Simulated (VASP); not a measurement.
# GaN (P6_3mc) in VASP: notebook

The runs below take GaN through single point, relaxation of shape and atoms at fixed volume, with RPBE+D4, BLYP+D3(BJ).

Program: VASP 6.6.1. These are calculated values, not measurements. Logs are shortened: lines on timing, memory, paths and dates and some standing lists are left out, and cuts for length are marked.

**1. The cell of the first run**

The structure is hexagonal, space group P6_3mc (No. 186). Conventional cell: a = 3.191 Å, b = 3.191 Å, c = 5.202 Å, α = 90.00°, β = 90.00°, γ = 120.00°. Ga (site symmetry 3m) has 4 N at 1.95 to 1.96 Å within 2.6 Å. N (site symmetry 3m) has 4 Ga at 1.95 to 1.96 Å within 2.6 Å.

**2. Single point, RPBE+D4 (volume scaled by 1.02)**

Input file INCAR:

```
SYSTEM = GaN
PREC = Accurate
ENCUT = 520
EDIFF = 1E-6
ISMEAR = 0
SIGMA = 0.05
LREAL = .FALSE.
LASPH = .TRUE.
NELM = 80
ALGO = Normal
ISIF = 2
LWAVE = .FALSE.
LCHARG = .FALSE.
GGA = RP
IVDW = 13
NBANDS = 26
```

Input file KPOINTS:

```
regular mesh
0
G
  8 8 6
  0 0 0
```

Input file POSCAR:

```
GaN
1.0
    3.1910878540      0.0000000001      0.0000000000
   -1.5955439271      2.7635631472      0.0000000000
    0.0000000000      0.0000000000      5.2016975349
Ga N
2 2
Direct
    0.3333333333      0.6666666667     -0.0007355918
    0.6666666667      0.3333333333      0.4992644082
    0.3333333333      0.6666666667      0.3757355918
    0.6666666667      0.3333333333      0.8757355918
```

Potentials or basis: VASP PAW PBE potentials, release 64 (Ga_d, N).

The run is started by

```sh
> cat potpaw_PBE.64/Ga_d/POTCAR potpaw_PBE.64/N/POTCAR > POTCAR
> mpirun -np 1 vasp_std > vasp.out
```

OUTCAR:

```text
SYSTEM = GaN
   PREC = Accurate
   ENCUT = 520
   EDIFF = 1E-6
   ISMEAR = 0
   LREAL = .FALSE.
   LASPH = .TRUE.
   NELM = 80
   ISIF = 2
   GGA = RP
   IVDW = 13

 ion  position               nearest neighbor table
   1  0.333  0.667  0.999-   4 1.95   4 1.95   4 1.95   3 1.96
   2  0.667  0.333  0.499-   3 1.95   3 1.95   3 1.95   4 1.96
   3  0.333  0.667  0.376-   2 1.95   2 1.95   2 1.95   1 1.96
   4  0.667  0.333  0.876-   1 1.95   1 1.95   1 1.95   2 1.96

  LATTYP: Found a hexagonal cell.
 ALAT       =     3.1910878540
 C/A-ratio  =     1.6300702998

  Lattice vectors:

 A1 = (   3.1910878540,   0.0000000001,   0.0000000000)
 A2 = (  -1.5955439271,   2.7635631472,   0.0000000000)
 A3 = (   0.0000000000,   0.0000000000,   5.2016975349)

Analysis of symmetry for initial positions (statically):
=====================================================================
 Subroutine PRICEL returns:
 Original cell was already a primitive cell.

 Routine SETGRP: Setting up the symmetry group for a
 hexagonal supercell.

 Subroutine GETGRP returns: Found 12 space group operations
 (whereof  6 operations were pure point group operations)
 out of a pool of 24 trial point group operations.

The static configuration has the point symmetry C_3v.
 The point group associated with its full space group is C_6v.

Analysis of symmetry for dynamics (positions and initial velocities):
=====================================================================
 Subroutine PRICEL returns:
 Original cell was already a primitive cell.

 Routine SETGRP: Setting up the symmetry group for a
 hexagonal supercell.

 Subroutine GETGRP returns: Found 12 space group operations
 (whereof  6 operations were pure point group operations)
 out of a pool of 24 trial point group operations.

The dynamic configuration has the point symmetry C_3v.
 The point group associated with its full space group is C_6v.

 Subroutine INISYM returns: Found 12 space group operations
 (whereof  6 operations are pure point group operations),
 and found     1 'primitive' translations

----------------------------------------------------------------------------------------

                                     Primitive cell

  volume of cell :      45.8726

  direct lattice vectors                    reciprocal lattice vectors
     3.191087854  0.000000000  0.000000000     0.313372757  0.180925846  0.000000000
    -1.595543927  2.763563147  0.000000000    -0.000000000  0.361851692  0.000000000
     0.000000000  0.000000000  5.201697535     0.000000000  0.000000000  0.192244934

  length of vectors
[... 90 lines left out ...]
   IBRION =     -1    ionic relax: 0-MD 1-quasi-New 2-CG
   NFREE  =      0    steps in history (QN), initial steepest desc. (CG)
   ISIF   =      2    stress and relaxation
   ISYM   =      2    0-nonsym 1-usesym 2-fastsym
   POTIM  = 0.5000    time-step for ionic-motion
   TEBEG  =    0.0;   TEEND  =   0.0 temperature during run
   PSTRESS=    0.0 pullay stress
   NELECT =      36.0000    total number of electrons
   NUPDOWN=      -1.0000    fix difference up-down
   EMIN   =  10.00;   EMAX   =-10.00  energy-range for DOS
   EFERMI =   0.00;   METHOD = LEGACY
   ISMEAR =     0;   SIGMA  =   0.05  broadening in eV -4-tet -1-fermi 0-gaus
   EFERMI_NEDOS =   21; number of points for ismear=-14 and -15
   IALGO  =     38    algorithm
   IMIX   =      4    mixing-type and parameters
     AMIX     =   0.40;   BMIX     =  1.00
     AMIX_MAG =   1.60;   BMIX_MAG =  1.00
  volume/ion in A,a.u.               =      11.47        77.39
  Fermi-wavevector in a.u.,A,eV,Ry     =   1.510050  2.853580 31.024687  2.280250
  Thomas-Fermi vector in A             =   2.620291
   LORBIT       =      0    0 simple, 1 ext, 2 COOP (PROOUT), +10 PAW based schemes
   GGA     = RP    functional components
   LHFCALC =     F    Hartree Fock is set to
   AEXX    =    0.0000 exact exchange contribution
   IVDW    =    13    specifies the selected vdW correction
   LEPSILON=     F    determine dielectric tensor
   LRPA    =     F    only Hartree local field effects (RPA)
 non-spin polarized calculation
 Gauss-broadening in eV      SIGMA  =   0.05
  energy-cutoff  :      520.00
  volume of cell :       45.87
 maximum number of plane-waves:      1252
 NGX is ok and might be reduce to    24
   NGX = 11   NGY = 11   NGZ = 19

 number of electron      35.9999978 magnetization

 Free energy of the ion-electron system (eV)
  ---------------------------------------------------
  ext. energy  EPLUGINS =         0.00000000
  ---------------------------------------------------
  free energy    TOTEN  =       -22.63464569 eV

  energy without entropy =      -22.63464569  energy(sigma->0) =      -22.63464569

 E-fermi :   5.6690     XC(G=0): -11.4526

 val. band max:        5.4121956868   @ k =   0.0000   0.0000   0.0000
 cond. band min:       7.3520749199   @ k =   0.0000   0.0000   0.0000
 fundamental gap:      1.9398792331
 Fermi energy:         5.6689573961

 k-point     1 :       0.0000    0.0000    0.0000
  band No.  band energies     occupation
      1     -10.5730      2.00000
      2      -9.6707      2.00000
      3      -8.0294      2.00000
      4      -8.0141      2.00000
      5      -8.0141      2.00000
      6      -7.9536      2.00000
[... 685 lines left out ...]
     25      16.7967      0.00000
     26      18.3226      0.00000

 [... further k-points ...]

------------------------ aborting loop because EDIFF is reached ----------------------------------------

  DFT-D4 for vdW energy calculation

  Edisp (eV):   -3.21501

  FORCE on cell =-STRESS in cart. coord.  units (eV):
  Direction    XX          YY          ZZ          XY          YZ          ZX
  --------------------------------------------------------------------------------------
  -------------------------------------------------------------------------------------
  Total      -1.05981    -1.05981    -1.05455     0.00000     0.00000    -0.00000
  in kB     -37.01560   -37.01560   -36.83191     0.00000     0.00000    -0.00000
  external pressure =      -36.95 kB  Pullay stress =        0.00 kB

 VOLUME and BASIS-vectors are now :
 -----------------------------------------------------------------------------
  energy-cutoff  :      520.00
  volume of cell :       45.87
      direct lattice vectors                 reciprocal lattice vectors
     3.191087854  0.000000000  0.000000000     0.313372757  0.180925846  0.000000000
    -1.595543927  2.763563147  0.000000000    -0.000000000  0.361851692  0.000000000
     0.000000000  0.000000000  5.201697535     0.000000000  0.000000000  0.192244934

 POSITION                                       TOTAL-FORCE (eV/Angst)
 -----------------------------------------------------------------------------------
     -0.00000      1.84238      5.19787         0.000000      0.000000      0.003847
      1.59554      0.92119      2.59702        -0.000000     -0.000000      0.003847
     -0.00000      1.84238      1.95446        -0.000000      0.000000     -0.003847
      1.59554      0.92119      4.55531         0.000000     -0.000000     -0.003847
 -----------------------------------------------------------------------------------
    total drift:                               -0.000001     -0.000001     -0.001269

  FREE ENERGIE OF THE ION-ELECTRON SYSTEM (eV)
  ---------------------------------------------------
  free  energy   TOTEN  =       -25.8496591848 eV

  energy  without entropy=      -25.8496591848  energy(sigma->0) =      -25.84965918
```

OSZICAR:

```text
N       E                     dE             d eps       ncg     rms          rms(c)
DAV:   1     0.278590340302E+03    0.27859E+03   -0.17574E+04  2296   0.256E+03
DAV:   2     0.872405151100E+01   -0.26987E+03   -0.25555E+03  2256   0.485E+02
DAV:   3    -0.254673626992E+02   -0.34191E+02   -0.33747E+02  2522   0.142E+02
DAV:   4    -0.265447527259E+02   -0.10774E+01   -0.10733E+01  2418   0.271E+01
DAV:   5    -0.265683258788E+02   -0.23573E-01   -0.23544E-01  2568   0.392E+00    0.109E+01
DAV:   6    -0.225255012591E+02    0.40428E+01   -0.97928E+00  3456   0.480E+01    0.311E+00
DAV:   7    -0.226356978831E+02   -0.11020E+00   -0.14174E+00  2194   0.889E+00    0.275E+00
DAV:   8    -0.226472268499E+02   -0.11529E-01   -0.12989E-01  2914   0.527E+00    0.752E-01
DAV:   9    -0.226336359785E+02    0.13591E-01   -0.50816E-02  3414   0.388E+00    0.346E-01
DAV:  10    -0.226347907641E+02   -0.11548E-02   -0.44582E-03  2302   0.620E-01    0.890E-02
DAV:  11    -0.226346252502E+02    0.16551E-03   -0.13590E-03  2974   0.681E-01    0.493E-02
DAV:  12    -0.226346384075E+02   -0.13157E-04   -0.16689E-04  2220   0.879E-02    0.438E-02
DAV:  13    -0.226346482068E+02   -0.97993E-05   -0.12080E-04  2896   0.106E-01    0.349E-02
DAV:  14    -0.226346460558E+02    0.21510E-05   -0.16772E-05  2310   0.348E-02    0.248E-02
DAV:  15    -0.226346456895E+02    0.36632E-06   -0.12883E-06  1618   0.971E-03
   1 F= -.25849659E+02 E0= -.25849659E+02  d E =-.518181E-15
```

It took 19 s on 1 thread of Intel Xeon 6975P-C (Granite Rapids), shared host; peak memory 0.18 GiB.

Results:

```
Free energy                : -25.8497 eV
Pressure                   : -3.7 GPa
Largest force              : 0.004 eV/Å
Band gap on the k mesh     : 1.94 eV, direct
Dispersion energy per atom : -0.804 eV
```

Forces on the atoms (eV/Å):
```
Ga   0.000  0.000  0.004
Ga   0.000  0.000  0.004
N    0.000  0.000 -0.004
N    0.000  0.000 -0.004
```

Levels at points of the mesh, in eV from the valence-band top:
```tsv
k point	band 15	band 16	band 17	band 18	band 19	band 20	band 21	band 22
(0.00, 0.00, 0.00)	-1.02	-0.04	0.00	0.00	1.94	4.31	9.27	9.95
(0.50, 0.00, 0.00)	-4.16	-2.71	-2.17	-0.99	5.15	5.60	6.12	8.64
(0.00, 0.00, 0.50)	-0.52	-0.52	-0.52	-0.52	4.29	4.29	8.54	8.54
(0.50, 0.00, 0.50)	-1.92	-1.92	-1.88	-1.88	4.47	4.47	7.81	7.81
```

Caveat: the cell differs from its parent crystal (volume scaled by 1.02); the PAW data sets were made with another functional, which shifts forces and pressure a little.

**3. Relaxation of shape and atoms at fixed volume, RPBE+D4**

This run uses another cell than the first one, of 11.31 Å³/atom, 0.986 times its volume.

Input file INCAR:

```
SYSTEM = GaN
PREC = Accurate ; ENCUT = 600
EDIFF = 1E-7 ; ISMEAR = 0
SIGMA = 0.05 ; LREAL = .FALSE.
LASPH = .TRUE. ; NELM = 80
ALGO = Normal ; ISIF = 4
LWAVE = .FALSE. ; LCHARG = .FALSE.
GGA = RP ; IVDW = 13
IBRION = 2 ; NSW = 60
EDIFFG = -0.02
```

Input file KPOINTS:

```
Automatic mesh
0
G
  8 8 6
  0 0 0
```

Input file POSCAR:

```
GaN
1.0
    3.1771651428      0.0000000001      0.0000000000
   -1.5885825715      2.7515057256      0.0000000000
    0.0000000000      0.0000000000      5.1752186774
Ga N
2 2
Direct
    0.3333333333      0.6666666667     -0.0008277438
    0.6666666667      0.3333333333      0.4991722562
    0.3333333333      0.6666666667      0.3758277438
    0.6666666667      0.3333333333      0.8758277438
```

Potentials or basis: VASP PAW PBE potentials, release 64 (Ga_d, N).

The run is started by

```sh
> cat potpaw_PBE.64/Ga_d/POTCAR potpaw_PBE.64/N/POTCAR > POTCAR
> mpirun -np 1 vasp_std > vasp.out
```

OUTCAR:

```text
SYSTEM = GaN
   PREC = Accurate
   ENCUT = 600
   EDIFF = 1E-7
   ISMEAR = 0
   LREAL = .FALSE.
   LASPH = .TRUE.
   NELM = 80
   ISIF = 4
   GGA = RP
   IVDW = 13
   IBRION = 2
   NSW = 60
   EDIFFG = -0.02

 ion  position               nearest neighbor table
   1  0.333  0.667  0.999-   4 1.94   4 1.94   4 1.94   3 1.95
   2  0.667  0.333  0.499-   3 1.94   3 1.94   3 1.94   4 1.95
   3  0.333  0.667  0.376-   2 1.94   2 1.94   2 1.94   1 1.95
   4  0.667  0.333  0.876-   1 1.94   1 1.94   1 1.94   2 1.95

  LATTYP: Found a hexagonal cell.
[... 808 lines left out ...]
  --------------------------------------------------------------------------------------
  -------------------------------------------------------------------------------------
  Total      -0.42941    -0.42941    -0.37426     0.00000     0.00000     0.00000
  in kB     -15.20697   -15.20697   -13.25399     0.00000     0.00000     0.00000
  external pressure =      -14.56 kB  Pullay stress =        0.00 kB

 VOLUME and BASIS-vectors are now :
 -----------------------------------------------------------------------------
  energy-cutoff  :      600.00
  volume of cell :       45.24
      direct lattice vectors                 reciprocal lattice vectors
     3.177165143  0.000000000  0.000000000     0.314745994  0.181718684  0.000000000
    -1.588582571  2.751505726  0.000000000    -0.000000000  0.363437368  0.000000000
     0.000000000  0.000000000  5.175218677     0.000000000  0.000000000  0.193228550

 POSITION                                       TOTAL-FORCE (eV/Angst)
 -----------------------------------------------------------------------------------
     -0.00000      1.83434      5.17093        -0.000000     -0.000000      0.010513
      1.58858      0.91717      2.58333         0.000000      0.000000      0.010513
     -0.00000      1.83434      1.94499         0.000000     -0.000000     -0.010513
      1.58858      0.91717      4.53260        -0.000000      0.000000     -0.010513
 -----------------------------------------------------------------------------------
    total drift:                               -0.000000     -0.000000     -0.000318

  FREE ENERGIE OF THE ION-ELECTRON SYSTEM (eV)
  ---------------------------------------------------
  free  energy   TOTEN  =       -25.8607370408 eV

  energy  without entropy=      -25.8607370408  energy(sigma->0) =      -25.86073704

 reached required accuracy - stopping structural energy minimisation
```

Wall time 26 s (1 thread of Intel Xeon 6975P-C (Granite Rapids), shared host); peak memory 0.19 GiB.

What came out:

```yaml
Free_energy: -25.8607 eV
Pressure_after_relaxing: -1.5 GPa
Largest_force_after_relaxing: 0.011 eV/Å
Band_gap_on_the_k_mesh: 2.04 eV, direct
Dispersion_energy_per_atom: -0.816 eV
```

Forces in eV/Å, atoms in the order of the input:
```
Ga   0.000  0.000  0.011
Ga   0.000  0.000  0.011
N    0.000  0.000 -0.011
N    0.000  0.000 -0.011
```

Stress tensor (GPa, compression positive):
```
-1.52  0.00  0.00
 0.00 -1.52  0.00
 0.00  0.00 -1.33
```

Final structure:
```cif
data_structure
_symmetry_space_group_name_H-M 'P 1'
_symmetry_Int_Tables_number 1
_cell_length_a 3.1772
_cell_length_b 3.1772
_cell_length_c 5.1752
_cell_angle_alpha 90.000
_cell_angle_beta 90.000
_cell_angle_gamma 120.000
_cell_volume 45.24
loop_
_atom_site_label
_atom_site_type_symbol
_atom_site_fract_x
_atom_site_fract_y
_atom_site_fract_z
_atom_site_occupancy
Ga1 Ga 0.33333 0.66667 0.99917 1
Ga2 Ga 0.66667 0.33333 0.49917 1
N1 N 0.33333 0.66667 0.37583 1
N2 N 0.66667 0.33333 0.87583 1
```

Levels at points of the mesh, in eV from the valence-band top:
| k point | band 15 | band 16 | band 17 | band 18 | band 19 | band 20 | band 21 | band 22 |
| --- | --- | --- | --- | --- | --- | --- | --- | --- |
| (0.00, 0.00, 0.00) | -1.04 | -0.04 | 0.00 | 0.00 | 2.04 | 4.39 | 9.36 | 10.02 |
| (0.50, 0.00, 0.00) | -4.22 | -2.76 | -2.21 | -1.01 | 5.18 | 5.68 | 6.16 | 8.76 |
| (0.00, 0.00, 0.50) | -0.53 | -0.53 | -0.53 | -0.53 | 4.38 | 4.38 | 8.61 | 8.61 |
| (0.50, 0.00, 0.50) | -1.96 | -1.96 | -1.90 | -1.90 | 4.52 | 4.52 | 7.90 | 7.90 |

Caveat: the relaxation stopped at its first step, so nothing moved; the PAW data sets were made with another functional, which shifts forces and pressure a little. RPBE gaps usually lie below the measured ones, often by a third to a half.

**4. Relaxation of shape and atoms at fixed volume, BLYP+D3(BJ)**

This run uses another cell than the first one, of 11.31 Å³/atom, 0.986 times its volume.

Input file INCAR:

```
PREC = Accurate
ENCUT = 600
EDIFF = 1E-6
ISMEAR = 0
SIGMA = 0.05
LREAL = F
LASPH = T
NELM = 100
ALGO = Normal
ISIF = 4
LWAVE = F
LCHARG = F
GGA = B5
ALDAX = 1.0
AGGAX = 1.0
AGGAC = 1.0
ALDAC = 0.0
IVDW = 12
VDW_S6 = 1.0
VDW_S8 = 2.6996
VDW_A1 = 0.4298
VDW_A2 = 4.2359
IBRION = 2
NSW = 60
EDIFFG = -0.02
```

Input file KPOINTS:

```
Automatic mesh
0
Gamma
  8 8 6
```

POSCAR is that of step 3.

The run is started by

```sh
> cat potpaw_PBE.64/Ga_d/POTCAR potpaw_PBE.64/N/POTCAR > POTCAR
> mpirun -np 1 vasp_std > vasp.out
```

Wall time 49 s (1 thread of Intel Xeon 6975P-C (Granite Rapids), shared host); peak memory 0.21 GiB.

The run converged. Its results:

```yaml
Free_energy: -24.1552 eV
Energy_gained_by_relaxing: 0.0 meV/atom
Ionic_steps: 2
Pressure_after_relaxing: 5.9 GPa
Largest_force_after_relaxing: 0.016 eV/Å
Band_gap_on_the_k_mesh: 2.05 eV, direct
Dispersion_energy_per_atom: -0.565 eV
```

Forces on the atoms (eV/Å):
```
Ga   0.000  0.000  0.016
Ga   0.000  0.000  0.016
N    0.000  0.000 -0.016
N    0.000  0.000 -0.016
```

The path:
| step | energy change (eV) | largest force (eV/Å) | pressure (GPa) | volume (Å³) |
| --- | --- | --- | --- | --- |
| 1 | 0.0000 | 0.0158 | 5.90 | 45.24 |
| 2 | -0.0001 | 0.0156 | 5.90 | 45.24 |

Final structure:
```yaml
crystal:
  lattice:
    - [3.17539, 0.00000, 0.00000]
    - [-1.58769, 2.74997, 0.00000]
    - [0.00000, 0.00000, 5.18101]
  atoms:
    - { symbol: Ga, position: [0.33333, 0.66667, 0.99932] }
    - { symbol: Ga, position: [0.66667, 0.33333, 0.49932] }
    - { symbol: N, position: [0.33333, 0.66667, 0.37568] }
    - { symbol: N, position: [0.66667, 0.33333, 0.87568] }
```

Levels at points of the mesh, in eV from the valence-band top:
| k point | band 16 | band 17 | band 18 | band 19 | band 20 | band 21 |
| --- | --- | --- | --- | --- | --- | --- |
| (0.00, 0.00, 0.00) | -0.05 | 0.00 | 0.00 | 2.05 | 4.37 | 9.33 |
| (0.50, 0.00, 0.00) | -2.73 | -2.17 | -1.00 | 5.26 | 5.66 | 6.20 |
| (0.00, 0.00, 0.50) | -0.53 | -0.53 | -0.53 | 4.35 | 4.35 | 8.60 |
| (0.50, 0.00, 0.50) | -1.94 | -1.90 | -1.90 | 4.58 | 4.58 | 7.84 |

Caveat: the PAW data sets were made with another functional, which shifts forces and pressure a little. A hybrid or GW would open this gap; BLYP tends to underestimate it.

**5. Overview**

| task | level | cell | cutoff (eV) | gap on the mesh (eV) | pressure (GPa) | largest force (eV/Å) |
| --- | --- | --- | --- | --- | --- | --- |
| single point | RPBE+D4 | a = 3.191, b = 3.191, c = 5.202 Å, angles 90.0, 90.0, 120.0°, 4 atoms | 520 | 1.94 | -3.7 | - |
| relaxation of shape and atoms at fixed volume | RPBE+D4 | relaxed from a = 3.177, b = 3.177, c = 5.175 Å, angles 90.0, 90.0, 120.0°, 4 atoms | 600 | 2.04 | -1.5 | 0.01 |
| relaxation of shape and atoms at fixed volume | BLYP+D3(BJ) | relaxed from a = 3.177, b = 3.177, c = 5.175 Å, angles 90.0, 90.0, 120.0°, 4 atoms | 600 | 2.05 | 5.9 | 0.02 |

Alike in all rows: potentials or basis VASP PAW PBE potentials, release 64 (Ga_d, N); no spin polarisation; k mesh 8 × 8 × 6; smearing gaussian 0.05 eV.

Caveats: the PAW data sets were made with another functional, which shifts forces and pressure a little; the relaxation stopped at its first step, so nothing moved (some runs).

Absolute energies hang on the potentials; compare differences alone.
